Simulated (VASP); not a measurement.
Here is a VASP 6.6.1 calculation.

INCAR

```
SYSTEM = HfN
PREC = Accurate
ENCUT = 520
EDIFF = 1E-7
ISMEAR = 1
SIGMA = 0.1
LREAL = .FALSE.
LASPH = .TRUE.
NELM = 100
ALGO = Normal
ISIF = 2
LWAVE = .FALSE.
LCHARG = .FALSE.
NBANDS = 23
```

The input KPOINTS:

```
regular mesh
0
G
  8 8 4
  0 0 0
```

Contents of POSCAR:

```
HfN
1.0
    3.1075714133      0.0000000000      0.0000000000
   -1.5537857067      2.6912357896      0.0000000000
    0.0000000000      0.0000000000      5.3712465114
Hf N
2 2
Direct
    0.6666666667      0.3333333333      0.7500000000
    0.3333333333      0.6666666667      0.2500000000
    0.0000000000      0.0000000000      0.0000000000
    0.0000000000      0.0000000000      0.5000000000
```

Potentials or basis: VASP PAW LDA potentials, release 64 (Hf_pv, N).

The run is started by

```bash
$ cat potpaw_LDA.64/Hf_pv/POTCAR potpaw_LDA.64/N/POTCAR > POTCAR
$ mpirun -np 1 vasp_std > vasp.out
```

Problem. What does it give for the pressure?

Solution. -2.9 GPa.

Problem. Estimate the band gap on the k mesh.

Solution. Zero (band 15 reaches 9.90 eV, above the bottom of band 16 at 7.54 eV).

Stress tensor (GPa, compression positive):
```
-2.94  0.00  0.00
 0.00 -2.94  0.00
 0.00  0.00 -2.68
```

Caveat: spin-orbit coupling is left out, which moves the levels of the heavy elements.
